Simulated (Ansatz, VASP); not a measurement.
## Si5Sn: VASP beside Ansatz

```xyz
6
Lattice="5.6760 0.0000 0.0000 -2.8380 4.9155 0.0000 0.0000 0.0000 3.8479" Properties=species:S:1:pos:R:3 pbc="T T T"
Si    0.0000    3.2770    0.0000
Si    2.8380    1.6385    0.0000
Si    2.8380    0.0000    1.9240
Si    1.4190    2.4578    1.9240
Si   -1.4190    2.4578    1.9240
Sn    0.0000    0.0000    0.0000
```

Change from the starting cell: species swapped into the YFe5 type (P6/mmm, No. 191).

Alike in both runs: functional PBE; k mesh 6 × 6 × 10; occupations gaussian, width 0.1 eV; no spin polarisation.

Ansatz relaxed the structure, and its values are those at the end. VASP's run is a single point on that final structure, the one shown.

|  | VASP | Ansatz |
| --- | --- | --- |
| version | VASP 6.6.1 | Ansatz 0.2.0 |
| potentials or method | VASP PAW PBE potentials, release 64 (Si, Sn_d), cutoff 520 eV | scalar-relativistic, plane waves, PAW |
| valence electrons in the cell | 34 | 34 |

Ansatz gave:

```
gap on the k mesh at the Fermi level (eV) : none
pressure (GPa)                            : 0.0
```

Question: Estimate VASP's values.

Answer: gap on the k mesh at the Fermi level (eV): none; pressure (GPa): -0.1.

A gap of «none» marks a metal or a gap that the smearing closes.
